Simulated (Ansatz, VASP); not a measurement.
## Two plane-wave programs on BaOs

```
Ba Os
1.0
     3.53286    0.00000    0.00000
    -1.76643    3.05955    0.00000
     0.00000    0.00000    5.07696
Ba Os
1 1
Direct
  0.33333 0.66667 0.50000
  0.00000 0.00000 0.00000
```

Alike in both runs: task single point; functional PBE; k mesh 6 × 6 × 4; occupations gaussian, width 0.1 eV; no spin polarisation.

```csv
,VASP,Ansatz
version,VASP 6.6.1,Ansatz 0.2.0
potentials or method,"VASP PAW PBE potentials, release 64 (Ba_sv, Os_sv_GW), cutoff 560 eV","scalar-relativistic, plane waves, PAW"
valence electrons in the cell,26,26
```

VASP gave:

```
gap on the k mesh at the Fermi level (eV)                     : none
pressure (GPa)                                                : -4.3
traceless stress, the component that is largest in VASP (GPa) : 1.18
```

What did Ansatz give for the same quantities?

gap on the k mesh at the Fermi level (eV): none; pressure (GPa): -5.7; traceless stress, the component that is largest in VASP (GPa): 0.47.

A gap of «none» marks a metal or a gap that the smearing closes.

Neither program's run includes spin-orbit coupling.
